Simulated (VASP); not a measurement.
Set up this calculation in VASP 6.6.1, as the native input.

| Quantity | Value |
| --- | --- |
| Task | single point |
| Functional | PBEsol |
| Potentials or basis | VASP PAW PBE potentials, release 64 (Sn_d, Se) |
| Cutoff | 520 eV |
| k mesh | 6 × 6 × 3 |
| Occupations | fermi-dirac, width 0.05 eV |
| Spin | no spin polarisation |
| Dipole correction | no |
| Further INCAR settings | ALGO = Normal; EDIFF = 1e-06; NBANDS = 28 |

The structure of SnSe lies in POSCAR:

```
SnSe
1.0
    4.1978472110      0.0000000000      0.0000000000
    0.0000000000      4.1978472110      0.0000000000
    0.0000000000      0.0000000000     10.7663293357
Sn Se
2 2
Direct
    0.0000000000      0.5000000000      0.6277708900
    0.5000000000      0.0000000000      0.3722291100
    0.0000000000      0.5000000000      0.3839605100
    0.5000000000      0.0000000000      0.6160394900
```

The input as run:

INCAR

```
ALGO     = Normal         # electronic algorithm
EDIFF    = 1E-6           # SCF threshold, eV
ENCUT    = 520            # plane-wave cutoff, eV
GGA      = PS             # functional
ISIF     = 2              # what is computed and relaxed
ISMEAR   = -1             # smearing method
LASPH    = T              # aspherical terms in the spheres
LCHARG   = F              # write CHGCAR
LREAL    = F              # projectors in reciprocal space
LWAVE    = F              # write WAVECAR
NBANDS   = 28             # bands
NELM     = 100            # most SCF steps
PREC     = Accurate       # precision mode
SIGMA    = 0.05           # smearing width, eV
```

KPOINTS

```
k-points
0
Gamma
  6 6 3
```

Potentials or basis: VASP PAW PBE potentials, release 64 (Sn_d, Se).

Run with:

```console
$ cat potpaw_PBE.64/Sn_d/POTCAR potpaw_PBE.64/Se/POTCAR > POTCAR
$ mpirun -np 1 vasp_std > vasp.out
```

Results of the run:

- Largest force: 0.464 eV/Å
- Band gap on the k mesh: 1.39 eV, direct

Caveat: the PAW data sets were made with another functional, which shifts forces and pressure a little; spin-orbit coupling is left out, which moves the levels of the heavy elements.

Wall time 72 s on 1 thread of Intel(R) Xeon(R) Platinum 8259CL CPU @ 2.50GHz (Skylake/Cascade Lake) (shared host), peak memory 0.31 GiB.
